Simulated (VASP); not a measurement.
Set up this calculation in VASP 6.6.1, as the native input.

| Property | Result |
| --- | --- |
| Task | relaxation of cell and atoms |
| Functional | PBE |
| Potentials or basis | VASP PAW PBE potentials, release 64 (Rb_sv, V_sv) |
| Cutoff | 600 eV |
| k mesh | 6 × 6 × 4 |
| Occupations | gaussian, width 0.1 eV |
| Spin | no spin polarisation |
| Dipole correction | no |
| Further INCAR settings | ALGO = Normal; EDIFF = 1e-06; IBRION = 2; EDIFFG = -0.04; NSW = 90; ISIF = 3 |

The structure of RbV2 lies in POSCAR:

```
RbV2
1.0
    4.0620602503      0.0000000000      0.0000000000
   -2.0310301252      3.5178473685      0.0000000000
    0.0000000000      0.0000000000      4.3859454530
Rb V
1 2
Direct
    0.0000000000      0.0000000000      0.0000000000
    0.3333333333      0.6666666667      0.5000000000
    0.6666666667      0.3333333333      0.5000000000
```

One way to write it, as run:

INCAR

```
ALGO = Normal
EDIFF = 1E-6
EDIFFG = -0.04
ENCUT = 600
GGA = PE
IBRION = 2
ISIF = 3
ISMEAR = 0
LASPH = True
LCHARG = False
LREAL = False
LWAVE = False
NELM = 60
NSW = 90
PREC = Accurate
SIGMA = 0.1
```

KPOINTS

```
k-points
0
Gamma
  6 6 4
```

Potentials or basis: VASP PAW PBE potentials, release 64 (Rb_sv, V_sv).

The run is started by

```console
$ cat potpaw_PBE.64/Rb_sv/POTCAR potpaw_PBE.64/V_sv/POTCAR > POTCAR
$ mpirun -np 1 vasp_std > vasp.out
```

It gave:

```json
{"Relaxed volume": "28.96 Å³/atom", "Relaxed cell": "a = 3.942 Å, b = 3.942 Å, c = 6.456 Å, α = 90.00°, β = 90.00°, γ = 120.00°", "Space group after relaxing (to 0.1 Å)": "P6/mmm (No. 191)", "Energy gained by relaxing": "339.3 meV/atom", "Ionic steps": "11", "Pressure after relaxing": "-0.1 GPa", "Band gap on the k mesh": "zero (an odd number of electrons rules out a gap without spin polarisation)"}
```

Caveat: the volume moved by over 15 % at a fixed basis, so the end points are rough.

Run time: 4.1 min on 1 thread of AMD EPYC 7R43 64-Core Processor (Zen 3), with other jobs on the host, peak memory 0.18 GiB.
